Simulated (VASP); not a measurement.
Set up this calculation in VASP 6.6.1, as the native input.

```yaml
Task: single point
Functional: PBEsol
Dispersion: D3(BJ)
Potentials_or_basis: VASP PAW PBE potentials, release 64 (Sn_d, Se)
Cutoff: 520 eV
k_mesh: 8 × 8 × 6
Occupations: gaussian, width 0.03 eV
Spin: no spin polarisation
Dipole_correction: no
Further_INCAR_settings: ALGO = Normal; EDIFF = 1e-06; NBANDS = 28
```

The structure of SnSe lies in POSCAR:

```
SnSe
1.0
    4.1533205440      0.0000000000      0.0000000000
    0.0000000000      4.1533205440      0.0000000000
    0.0000000000      0.0000000000      6.7200000000
Sn Se
2 2
Direct
    0.5000000000      0.0000000000      0.2500241371
    0.0000000000      0.5000000000      0.7499758629
    0.5000000000      0.0000000000      0.7499817524
    0.0000000000      0.5000000000      0.2500182476
```

One way to write it, as run:

INCAR

```
SYSTEM = SnSe
PREC = Accurate
ENCUT = 520
EDIFF = 1E-6
ISMEAR = 0
SIGMA = 0.03
LREAL = .False.
LASPH = .True.
NELM = 80
ALGO = Normal
ISIF = 2
LWAVE = .False.
LCHARG = .True.
GGA = PS
IVDW = 12
LELF = .True.
LVHAR = .True.
NBANDS = 28
```

KPOINTS

```
regular mesh
0
Gamma
  8 8 6
  0 0 0
```

Potentials or basis: VASP PAW PBE potentials, release 64 (Sn_d, Se).

Launch:

```console
$ cat potpaw_PBE.64/Sn_d/POTCAR potpaw_PBE.64/Se/POTCAR > POTCAR
$ mpirun -np 1 vasp_std > vasp.out
```

It gave:

```json
{
  "Pressure": "-4.1 GPa",
  "Band gap on the k mesh": "zero (band 20 reaches 5.06 eV, above the bottom of band 21 at 5.02 eV)",
  "Dispersion energy per atom": "-0.311 eV"
}
```

Caveat: the PAW data sets were made with another functional, which shifts forces and pressure a little; spin-orbit coupling is left out, which moves the levels of the heavy elements; pairwise dispersion overbinds metals, which lowers pressure and volume.

Wall time 94 s on 1 thread of Intel(R) Xeon(R) Platinum 8488C (Sapphire Rapids), with other jobs on the host, peak memory 0.32 GiB.
